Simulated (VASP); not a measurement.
# TaN in VASP: a series of runs, part 2 of 2

VASP 6.6.1.

### Step 3. Single point, PBEsol (equal xy, yz and zx shear strains of -3 %)

Contents of INCAR:

```
SYSTEM = TaN
ALGO = Normal ; EDIFF = 1E-7
ENCUT = 520 ; GGA = PS
ISIF = 2 ; ISMEAR = -1
LASPH = .True. ; LCHARG = .False.
LREAL = .False. ; LWAVE = .False.
NBANDS = 15 ; NELM = 60
PREC = Accurate ; SIGMA = 0.02
```

Contents of KPOINTS:

```
k-points
0
Gamma
  9 9 9
  0 0 0
```

Contents of POSCAR:

```
TaN
1.0
   -0.0653700000      2.1463150000      2.1463150000
    2.1463150000     -0.0653700000      2.1463150000
    2.1463150000      2.1463150000     -0.0653700000
Ta N
1 1
Direct
    0.5000000000      0.5000000000      0.5000000000
    0.0000000000      0.0000000000      0.0000000000
```

Potentials or basis: VASP PAW PBE potentials, release 64 (Ta_pv, N).

Launch:

```
$ cat potpaw_PBE.64/Ta_pv/POTCAR potpaw_PBE.64/N/POTCAR > POTCAR
$ mpirun -np 1 vasp_std > vasp.out
```

OUTCAR:

```text
SYSTEM = TaN
   EDIFF = 1E-7
   ENCUT = 520
   GGA = PS
   ISIF = 2
   ISMEAR = -1
   LASPH = .True.
   LREAL = .False.
   NELM = 60
   PREC = Accurate

 ion  position               nearest neighbor table
   1  0.500  0.500  0.500-   2 2.18   2 2.18   2 2.18   2 2.18   2 2.18   2 2.18
   2  0.000  0.000  0.000-   1 2.18   1 2.18   1 2.18   1 2.18   1 2.18   1 2.18

  LATTYP: Found a trigonal (rhomboedric) cell.
 ALAT       =     3.0360516128
 COS(alpha) =     0.4693254694

  Lattice vectors:

 A1 = (  -0.0653700000,   2.1463150000,   2.1463150000)
 A2 = (   2.1463150000,  -0.0653700000,   2.1463150000)
 A3 = (   2.1463150000,   2.1463150000,  -0.0653700000)

Analysis of symmetry for initial positions (statically):
=====================================================================
 Subroutine PRICEL returns:
 Original cell was already a primitive cell.

 Routine SETGRP: Setting up the symmetry group for a
 trigonal (rhombohedral) supercell.

 Subroutine GETGRP returns: Found 12 space group operations
 (whereof 12 operations were pure point group operations)
 out of a pool of 12 trial point group operations.

The static configuration has the point symmetry D_3d.

Analysis of symmetry for dynamics (positions and initial velocities):
=====================================================================
 Subroutine PRICEL returns:
 Original cell was already a primitive cell.

 Routine SETGRP: Setting up the symmetry group for a
 trigonal (rhombohedral) supercell.

 Subroutine GETGRP returns: Found 12 space group operations
 (whereof 12 operations were pure point group operations)
 out of a pool of 12 trial point group operations.

The dynamic configuration has the point symmetry D_3d.

 Subroutine INISYM returns: Found 12 space group operations
 (whereof 12 operations are pure point group operations),
 and found     1 'primitive' translations

----------------------------------------------------------------------------------------

                                     Primitive cell

  volume of cell :      20.6779
[... 119 lines left out ...]
   LRPA    =     F    only Hartree local field effects (RPA)
 non-spin polarized calculation
  energy-cutoff  :      520.00
  volume of cell :       20.68
 maximum number of plane-waves:       573
   NGX = 11   NGY = 11   NGZ = 11

 number of electron      16.0000002 magnetization

 Free energy of the ion-electron system (eV)
  ---------------------------------------------------
  ext. energy  EPLUGINS =         0.00000000
  ---------------------------------------------------
  free energy    TOTEN  =       -23.19846691 eV

  energy without entropy =      -23.19751675  energy(sigma->0) =      -23.19799183

 E-fermi :   9.5293     XC(G=0): -13.7438

 val. band max:        9.5022772595   @ k =  -0.4444   0.4444   0.3333
 cond. band min:       9.6655426713   @ k =   0.2222   0.2222   0.1111
 fundamental gap:      0.1632654118
 Fermi energy:         9.5293331215

 k-point     1 :       0.0000    0.0000    0.0000
  band No.  band energies     occupation
      1     -25.9842      2.00000
      2     -25.9842      2.00000
      3     -25.8920      2.00000
      4      -9.3423      2.00000
      5       5.7472      2.00000
      6       5.7472      2.00000
      7       5.9983      2.00000
      8       7.2220      2.00000
      9       7.2220      2.00000
     10       7.9530      2.00000
     11       9.7625      0.00002
     12       9.7625      0.00002
     13      11.5510      0.00000
     14      19.1149      0.00000
[... 401 lines left out ...]
      2     -26.3094      2.00000
      3     -26.2126      2.00000
      4      -8.0036      2.00000
      5       2.7431      2.00000
      6       4.0743      2.00000
      7       4.8518      2.00000
      8       5.1178      2.00000
      9      11.7644      0.00000
     10      13.2805      0.00000
     11      13.4050      0.00000
     12      14.3950      0.00000
     13      17.1642      0.00000
     14      19.1207      0.00000
     15      22.1405      0.00000

 [... further k-points ...]

------------------------ aborting loop because EDIFF is reached ----------------------------------------

  FORCE on cell =-STRESS in cart. coord.  units (eV):
  Direction    XX          YY          ZZ          XY          YZ          ZX
  --------------------------------------------------------------------------------------
  -------------------------------------------------------------------------------------
  Total        0.7440440      0.7440440      0.7440440      0.2810204      0.2810204      0.2810204
  in kB       57.6505840     57.6505840     57.6505840     21.7742358     21.7742358     21.7742358
  external PRESSURE =      57.6505840 kB  Pullay stress =       0.0000000 kB

 VOLUME and BASIS-vectors are now :
 -----------------------------------------------------------------------------
  energy-cutoff  :      520.00
  volume of cell :       20.68
      direct lattice vectors                 reciprocal lattice vectors
    -0.065370000  2.146315000  2.146315000    -0.222576018  0.229567935  0.229567935
     2.146315000 -0.065370000  2.146315000     0.229567935 -0.222576018  0.229567935
     2.146315000  2.146315000 -0.065370000     0.229567935  0.229567935 -0.222576018

 POSITION                                       TOTAL-FORCE (eV/Angst)
 -----------------------------------------------------------------------------------
      2.11363      2.11363      2.11363         0.000000      0.000000     -0.000000
      0.00000      0.00000      0.00000        -0.000000     -0.000000      0.000000
 -----------------------------------------------------------------------------------
    total drift:                                0.000000     -0.000000     -0.000000

  FREE ENERGIE OF THE ION-ELECTRON SYSTEM (eV)
  ---------------------------------------------------
  free  energy   TOTEN  =       -23.1984669086 eV

  energy  without entropy=      -23.1975167539  energy(sigma->0) =      -23.19799183
```

OSZICAR:

```text
N       E                     dE             d eps       ncg     rms          rms(c)
DAV:   1     0.895551149802E+02    0.89555E+02   -0.88060E+03  2558   0.114E+03
DAV:   2    -0.231734009238E+02   -0.11273E+03   -0.10620E+03  3138   0.306E+02
DAV:   3    -0.259674108648E+02   -0.27940E+01   -0.27734E+01  2844   0.448E+01
DAV:   4    -0.259788258849E+02   -0.11415E-01   -0.11410E-01  3334   0.298E+00
DAV:   5    -0.259789048466E+02   -0.78962E-04   -0.78961E-04  2900   0.213E-01    0.258E+01
DAV:   6    -0.233045703336E+02    0.26743E+01   -0.47634E+00  3072   0.253E+01    0.109E+01
DAV:   7    -0.232355168123E+02    0.69054E-01   -0.45906E-01  3089   0.564E+00    0.738E+00
DAV:   8    -0.232053621406E+02    0.30155E-01   -0.15242E-01  2991   0.312E+00    0.159E+00
DAV:   9    -0.231986655310E+02    0.66966E-02   -0.19594E-02  2865   0.111E+00    0.338E-01
DAV:  10    -0.231985050760E+02    0.16045E-03   -0.11385E-03  3034   0.383E-01    0.632E-02
DAV:  11    -0.231984688563E+02    0.36220E-04   -0.88334E-05  2935   0.104E-01    0.263E-02
DAV:  12    -0.231984671711E+02    0.16852E-05   -0.69842E-06  2991   0.250E-02    0.327E-03
DAV:  13    -0.231984669033E+02    0.26782E-06   -0.58854E-07  2956   0.589E-03    0.192E-03
DAV:  14    -0.231984669086E+02   -0.52748E-08   -0.17590E-08  1604   0.135E-03
   1 F= -.23198467E+02 E0= -.23197992E+02  d E =-.950155E-03
```

stdout:

```text
POSCAR found type information on POSCAR TaN
 POSCAR found :  2 types and       2 ions
 scaLAPACK will be used
 -----------------------------------------------------------------------------
|                                                                             |
|                                                                             |
|     You enforced a specific xc type in the INCAR file but a different       |
|     I HOPE YOU KNOW WHAT YOU ARE DOING!                                     |
|                                                                             |
 -----------------------------------------------------------------------------

 LDA part: xc-table for (Slater+PW92), standard interpolation
 POSCAR, INCAR and KPOINTS ok, starting setup
 FFT: planning ... GRIDC
 FFT: planning ... GRID_SOFT
 FFT: planning ... GRID
 WAVECAR not read
 entering main loop
```

It used 17 s of CPU time on 1 thread of Intel Xeon 6975P-C, on a shared host.

What came out:

```yaml
Free_energy: -23.1985 eV
Pressure: 5.8 GPa
Band_gap_on_the_k_mesh: zero (band 8 reaches 11.39 eV, above the bottom of band 9 at 7.22 eV)
```

Caveat: the cell differs from its parent crystal (equal xy, yz and zx shear strains of -3 %); the PAW data sets were made with another functional, which shifts forces and pressure a little; spin-orbit coupling is left out, which moves the levels of the heavy elements.
